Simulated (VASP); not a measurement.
**Zr: single point with PBE**

Crystal: Zr.

```
Zr
1.0
     2.38714    0.00000    0.00000
    -1.19357    2.06732    0.00000
     0.00000    0.00000    4.26478
Zr
2
Cartesian
  0.0000 1.3782 1.0662
  1.1936 0.6891 3.1986
```

This cell differs from its parent crystal: volume scaled by 0.45.

```json
{"Program": "VASP 6.6.1", "Task": "single point", "Functional": "PBE", "Potentials or basis": "VASP PAW PBE potentials, release 64 (Zr_sv)", "Cutoff": "520 eV", "k mesh": "15 × 15 × 8", "Occupations": "fermi-dirac, width 0.05 eV", "Spin": "no spin polarisation", "Dipole correction": "no", "Further INCAR settings": "ALGO = Normal; EDIFF = 1e-07; NBANDS = 19"}
```

```
Pressure               : 274.2 GPa
Band gap on the k mesh : zero (band 12 reaches 22.10 eV, above the bottom of band 13 at 20.54 eV)
```

Stress tensor (GPa, compression positive):
```
274.55   0.00   0.00
  0.00 274.55   0.00
  0.00   0.00 273.41
```

Levels at points of the mesh, in eV from the Fermi level:
| k point | band 10 | band 11 | band 12 | band 13 | band 14 | band 15 |
| --- | --- | --- | --- | --- | --- | --- |
| (0.00, 0.00, 0.00) | -3.83 | -1.21 | 0.63 | 0.63 | 1.89 | 1.89 |
| (0.00, 0.00, 0.50) | -2.98 | 0.74 | 0.74 | 0.74 | 0.74 | 1.65 |

Wall time 44 s on 1 thread of Intel(R) Xeon(R) Platinum 8259CL CPU @ 2.50GHz (Skylake/Cascade Lake), on a shared host, peak memory 0.16 GiB.
